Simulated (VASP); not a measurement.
Set up this calculation in VASP 6.6.1, as the native input.

```
Task                   : single point
Functional             : PBE
Potentials or basis    : VASP PAW PBE potentials, release 64 (Na_pv, Sr_sv, Te)
Cutoff                 : 520 eV
k mesh                 : 6 × 6 × 4
Occupations            : gaussian, width 0.1 eV
Spin                   : no spin polarisation
Dipole correction      : no
Further INCAR settings : ALGO = Fast; EDIFF = 1e-06; NBANDS = 35
```

The structure of Na2Sr2Te3 lies in POSCAR:

```
Na2Sr2Te3
1.0
    4.5547563800      0.0000000000      0.0000000000
   -2.2773781900      3.9445347300      0.0000000000
    0.0000000000      0.0000000000      6.9145380900
Na Sr Te
2 2 3
Direct
    0.3333333300      0.6666666700      0.5000000000
    0.6666666700      0.3333333300      0.5000000000
    0.3333333300      0.6666666700      0.0000000000
    0.6666666700      0.3333333300      0.0000000000
    0.0000000000      0.0000000000      0.5000000000
    0.0000000000      0.0000000000      0.2835658100
    0.0000000000      0.0000000000      0.7164341900
```

The cell was built from a structure type or drawn by symmetry, and may not be a known phase.

The input as run:

INCAR

```
  ALGO = Fast
  EDIFF = 1E-6
  ENCUT = 520
  GGA = PE
  ISIF = 2
  ISMEAR = 0
  LASPH = T
  LCHARG = F
  LREAL = F
  LWAVE = F
  NBANDS = 35
  NELM = 60
  PREC = Accurate
  SIGMA = 0.1
```

KPOINTS

```
k-points
0
Gamma
  6 6 4
```

Potentials or basis: VASP PAW PBE potentials, release 64 (Na_pv, Sr_sv, Te).

Launch:

```bash
$ cat potpaw_PBE.64/Na_pv/POTCAR potpaw_PBE.64/Sr_sv/POTCAR potpaw_PBE.64/Te/POTCAR > POTCAR
$ mpirun -np 1 vasp_std > vasp.out
```

It gave:

```
Pressure               : 249.2 GPa
Largest force          : 166.522 eV/Å
Band gap on the k mesh : zero (bands 26 and 27 overlap by 0.91 eV)
```

Caveat: atoms lie so close that the PAW spheres overlap strongly, which falsifies energies and pressures; the cell stands under pressure; spin-orbit coupling is left out, which moves the levels of the heavy elements; forces of over 1 eV/Å act on the atoms, so gaps and moduli don't describe the material at rest.

Run time: 6.3 min on 1 thread of Oxide Virtual Turin-like Processor, on a shared host, peak memory 0.26 GiB.
